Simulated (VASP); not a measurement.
# H6C2O in VASP: single point with PBE+D3(BJ)

Aim: the single point of H6C2O with PBE+D3(BJ).

Everything below comes from runs of VASP 6.6.1. Logs are shortened: lines on timing, memory, paths and dates and some standing lists are left out, and cuts for length are marked.

## 1. The cell of the first run

The cell holds a disordered packing, 36 atoms: a = 7.348 Å, b = 7.348 Å, c = 7.348 Å, α = 90.00°, β = 90.00°, γ = 90.00°.

## 2. Single point, PBE+D3(BJ)

File INCAR:

```
PREC = Accurate
ENCUT = 1000
EDIFF = 1E-6
ISMEAR = -1
SIGMA = 0.02
LREAL = Auto
LASPH = True
NELM = 120
ALGO = Normal
ISIF = 2
LWAVE = False
LCHARG = False
GGA = PE
IVDW = 12
NBANDS = 64
GGA_COMPAT = False
```

File KPOINTS:

```
regular mesh
0
Gamma
  1 1 1
```

File POSCAR:

```
H6C2O
1.0
    7.3483620000      0.0000000000      0.0000000000
    0.0000000000      7.3483620000      0.0000000000
    0.0000000000      0.0000000000      7.3483620000
O C H
4 8 24
Direct
    0.9443056834      0.3151722792      0.7606865312
    0.5571037464      0.4866526717      0.3253378100
    0.9404817019      0.8264835075     -0.0294759567
    0.8668462441      0.0143433326      0.2987740669
    0.9548386430      0.2262817210      0.6250372532
    0.5861578403      0.3737431553      0.4441806215
    0.8232991243      0.7153022674      0.0278837651
    0.9739993756      0.0367156653      0.1763114011
    0.4242442057      0.7566992481      0.6288612347
    0.4789774919      0.1506322089      0.9438974291
    0.2135305800      0.4730305883      0.0920477244
    0.0031571662      0.6589631812      0.4848155276
    1.0027132577      0.2811510919      0.4902180921
    0.9272406558      0.0815691987      0.6227102040
    0.5503675513      0.2224169141      0.4138473309
    0.6160284428      0.4067028815      0.5921455693
    0.7931563524      0.5907711133     -0.0466634605
    0.7656536246      0.7453089546      0.1650435839
    0.9501981530      0.1129503419      0.0519979827
    1.1181403420      0.0162213021      0.2099515511
    0.5422569002      0.8317227703      0.5591450176
    0.3799758368      0.6488248674      0.5434952715
    0.3206701031      0.8639612474      0.6202470700
    0.4464804537      0.6922222939      0.7577879261
    0.4044574832      0.0257744515      0.9808444385
    0.4648518949      0.2368146806      1.0595558575
    0.4240945125      0.2090125663      0.8208632073
    0.6289156686      0.0879515734      0.9203139421
    0.2821445106      0.3839086860      0.1846261793
    0.0754045595      0.4270611600      0.0746969189
    0.2811919173      0.4779024223     -0.0325786890
    0.2292347601      0.6100271054      0.1445083952
    0.0768470579      0.7825689589      0.4900956159
    0.0432477333      0.5780335808      0.3571544243
   -0.1433108494      0.7023061738      0.5141690080
    0.0499975369      0.5683307382      0.5962961542
```

Potentials or basis: VASP PAW PBE potentials, release 64 (O_h, C_h, H_h).

On the command line:

```sh
> cat potpaw_PBE.64/O_h/POTCAR potpaw_PBE.64/C_h/POTCAR potpaw_PBE.64/H_h/POTCAR > POTCAR
> mpirun -np 1 vasp_gam > vasp.out
```

OUTCAR:

```text
PREC = Accurate
   ENCUT = 1000
   EDIFF = 1E-6
   ISMEAR = -1
   LREAL = Auto
   LASPH = True
   NELM = 120
   ISIF = 2
   GGA = PE
   IVDW = 12
 IVDW          = 12

 ion  position               nearest neighbor table
   1  0.944  0.315  0.761-   5 1.19
   2  0.557  0.487  0.325-   6 1.22
   3  0.940  0.826  0.971-   7 1.26
   4  0.867  0.014  0.299-   8 1.21
   5  0.955  0.226  0.625-  14 1.08  13 1.13   1 1.19
   6  0.586  0.374  0.444-  16 1.14  15 1.16   2 1.22
   7  0.823  0.715  0.028-  17 1.09  18 1.12   3 1.26
   8  0.974  0.037  0.176-  19 1.09  20 1.10   4 1.21
   9  0.424  0.757  0.629-  22 1.06  24 1.07  23 1.10  21 1.15
  10  0.479  0.151  0.944-  26 1.06  27 1.08  25 1.10
  11  0.214  0.473  0.092-  31 1.04  29 1.07  30 1.08  32 1.08
  12  0.003  0.659  0.485-  33 1.06  36 1.11  35 1.14  34 1.15
  13  0.003  0.281  0.490-   5 1.13
  14  0.927  0.082  0.623-   5 1.08
  15  0.550  0.222  0.414-   6 1.16
  16  0.616  0.407  0.592-   6 1.14
  17  0.793  0.591  0.953-   7 1.09
  18  0.766  0.745  0.165-   7 1.12
  19  0.950  0.113  0.052-   8 1.09
  20  0.118  0.016  0.210-   8 1.10
  21  0.542  0.832  0.559-   9 1.15
  22  0.380  0.649  0.543-   9 1.06
  23  0.321  0.864  0.620-   9 1.10
  24  0.446  0.692  0.758-   9 1.07
  25  0.404  0.026  0.981-  10 1.10
  26  0.465  0.237  0.060-  10 1.06
  27  0.424  0.209  0.821-  10 1.08
  28  0.629  0.088  0.920-
  29  0.282  0.384  0.185-  11 1.07
  30  0.075  0.427  0.075-  11 1.08
  31  0.281  0.478  0.967-  11 1.04
  32  0.229  0.610  0.145-  11 1.08
  33  0.077  0.783  0.490-  12 1.06
  34  0.043  0.578  0.357-  12 1.15
  35  0.857  0.702  0.514-  12 1.14
  36  0.050  0.568  0.596-  12 1.11

  LATTYP: Found a simple cubic cell.
 ALAT       =     7.3483620000

  Lattice vectors:

 A1 = (   7.3483620000,   0.0000000000,   0.0000000000)
 A2 = (   0.0000000000,   7.3483620000,   0.0000000000)
 A3 = (   0.0000000000,   0.0000000000,   7.3483620000)

Analysis of symmetry for initial positions (statically):
=====================================================================
 Subroutine PRICEL returns:
 Original cell was already a primitive cell.

 Routine SETGRP: Setting up the symmetry group for a
 simple cubic supercell.

 Subroutine GETGRP returns: Found  1 space group operations
[... 160 lines left out ...]
   NELM   =    120;   NELMIN=  2; NELMDL= -5     # of ELM steps
   EDIFF  = 0.1E-05   stopping-criterion for ELM
   LREAL  =      T    real-space projection
   EDIFFG = 0.1E-04   stopping-criterion for IOM
   NSW    =      0    number of steps for IOM
   IBRION =     -1    ionic relax: 0-MD 1-quasi-New 2-CG
   NFREE  =      0    steps in history (QN), initial steepest desc. (CG)
   ISIF   =      2    stress and relaxation
   ISYM   =      2    0-nonsym 1-usesym 2-fastsym
   POTIM  = 0.5000    time-step for ionic-motion
   TEBEG  =    0.0;   TEEND  =   0.0 temperature during run
   PSTRESS=    0.0 pullay stress
   NELECT =      80.0000    total number of electrons
   NUPDOWN=      -1.0000    fix difference up-down
   EMIN   =  10.00;   EMAX   =-10.00  energy-range for DOS
   EFERMI =   0.00;   METHOD = LEGACY
   ISMEAR =    -1;   SIGMA  =   0.02  broadening in eV -4-tet -1-fermi 0-gaus
   EFERMI_NEDOS =   21; number of points for ismear=-14 and -15
   IALGO  =     38    algorithm
   IMIX   =      4    mixing-type and parameters
     AMIX     =   0.40;   BMIX     =  1.00
     AMIX_MAG =   1.60;   BMIX_MAG =  1.00
  volume/ion in A,a.u.               =      11.02        74.38
  Fermi-wavevector in a.u.,A,eV,Ry     =   0.959948  1.814038 12.537766  0.921500
  Thomas-Fermi vector in A             =   2.089189
   LORBIT       =      0    0 simple, 1 ext, 2 COOP (PROOUT), +10 PAW based schemes
   GGA     = PE    functional components
   LHFCALC =     F    Hartree Fock is set to
   AEXX    =    0.0000 exact exchange contribution
   IVDW    =    12    specifies the selected vdW correction
   LEPSILON=     F    determine dielectric tensor
   LRPA    =     F    only Hartree local field effects (RPA)
 non-spin polarized calculation
  energy-cutoff  :     1000.00
  volume of cell :      396.80
 maximum number of plane-waves:     14213
 NGX is ok and might be reduce to    80
   NGX = 37   NGY = 37   NGZ = 37

 number of electron      79.9999999 magnetization

 Free energy of the ion-electron system (eV)
  ---------------------------------------------------
  ext. energy  EPLUGINS =         0.00000000
  ---------------------------------------------------
  free energy    TOTEN  =      -183.87195700 eV

  energy without entropy =     -183.87195700  energy(sigma->0) =     -183.87195700

 E-fermi :  -1.7339     XC(G=0):  -6.5893

 val. band max:       -2.2999042241   @ k =   0.0000   0.0000   0.0000
 cond. band min:       0.0492537432   @ k =   0.0000   0.0000   0.0000
 fundamental gap:      2.3491579673
 Fermi energy:        -1.7339467588

 k-point     1 :       0.0000    0.0000    0.0000
  band No.  band energies     occupation
      1     -23.6932      2.00000
      2     -23.3266      2.00000
      3     -23.2656      2.00000
      4     -22.7049      2.00000
      5     -14.0539      2.00000
      6     -13.7657      2.00000
[... 44 lines left out ...]
     51       4.7952      0.00000
     52       5.1526      0.00000
 [bands above 52 left out]

------------------------ aborting loop because EDIFF is reached ----------------------------------------

 Edisp (eV)   -1.40103

 E8    (eV) :    -0.3104

  FORCE on cell =-STRESS in cart. coord.  units (eV):
  Direction    XX          YY          ZZ          XY          YZ          ZX
  --------------------------------------------------------------------------------------
  -------------------------------------------------------------------------------------
  Total       0.02250     0.93778     3.51639     0.06663     3.22237     1.46150
  in kB       0.09086     3.78652    14.19830     0.26903    13.01110     5.90118
  external pressure =        6.03 kB  Pullay stress =        0.00 kB

 VOLUME and BASIS-vectors are now :
 -----------------------------------------------------------------------------
  energy-cutoff  :     1000.00
  volume of cell :      396.80
      direct lattice vectors                 reciprocal lattice vectors
     7.348362000  0.000000000  0.000000000     0.136084749  0.000000000  0.000000000
     0.000000000  7.348362000  0.000000000     0.000000000  0.136084749  0.000000000
     0.000000000  0.000000000  7.348362000     0.000000000  0.000000000  0.136084749

 POSITION                                       TOTAL-FORCE (eV/Angst)
 -----------------------------------------------------------------------------------
      6.93910      2.31600      5.58980        -0.226177      0.935705      1.171754
      4.09380      3.57610      2.39070         0.901242     -0.610892      0.904024
      6.91100      6.07330      7.13176        -1.660056     -2.164478      0.352382
      6.36990      0.10540      2.19550        -1.743919     -0.312720      0.713954
      7.01650      1.66280      4.59300         0.763634     -0.401060     -1.283495
      4.30730      2.74640      3.26400        -1.612318     -0.667883     -0.614529
[... 28 lines left out ...]
      6.29526      5.16080      3.77830         1.137865     -0.969435     -0.855798
      0.36740      4.17630      4.38180        -0.220959      0.578182     -0.023544
 -----------------------------------------------------------------------------------
    total drift:                                0.000899      0.001804      0.003220

  FREE ENERGIE OF THE ION-ELECTRON SYSTEM (eV)
  ---------------------------------------------------
  free  energy   TOTEN  =      -185.2729842722 eV

  energy  without entropy=     -185.2729842722  energy(sigma->0) =     -185.27298427
```

Run time: 2.4 min. Hardware: 1 thread of AMD EPYC 7R13 (Zen 3), shared host; peak memory 0.85 GiB.

What came out:

| Quantity | Value |
| --- | --- |
| Free energy | -185.2730 eV |
| Pressure | 0.6 GPa |
| Largest force | 3.683 eV/Å |
| Band gap on the k mesh | 2.35 eV |
| Dispersion energy per atom | -0.039 eV |

Forces in eV/Å, atoms in the order of the input:
```
O   -0.226  0.936  1.172
O    0.901 -0.611  0.904
O   -1.660 -2.164  0.352
O   -1.744 -0.313  0.714
C    0.764 -0.401 -1.283
C   -1.612 -0.668 -0.615
C    2.243  2.339  0.134
C    1.121  0.849  0.019
C    0.847  1.955 -1.530
C    2.290 -2.869 -0.301
C   -0.354  0.491  1.071
C   -0.832 -1.605  0.089
H   -0.166  0.150  0.329
H   -0.335 -0.902  0.029
H    0.736  0.982  0.333
H    0.236  0.098 -0.749
H   -0.269 -0.223 -0.325
H   -0.259 -0.338 -0.268
H   -0.389  0.447 -0.439
H    0.764 -0.486 -0.419
H   -0.520 -1.218  1.023
H   -0.287 -0.564 -0.958
H   -0.261 -0.321  0.813
H    0.339  0.470  0.967
H   -0.312  0.120 -0.329
H    0.531  0.763  0.474
H   -0.112  0.200 -0.383
H   -2.159  1.542  0.382
H    0.344 -0.458  0.377
H   -0.559  0.167 -0.114
H    0.810 -0.362 -1.771
H   -0.463  0.334  0.333
H    0.828  0.874 -0.108
H   -1.152  1.180  0.957
H    1.138 -0.969 -0.856
H   -0.221  0.578 -0.024
```

Stress tensor (GPa, compression positive):
```
0.01 0.03 0.59
0.03 0.38 1.30
0.59 1.30 1.42
```

Caveat: the k points lie up to 0.86 Å⁻¹ apart, too coarse for converged energies, forces and pressures.
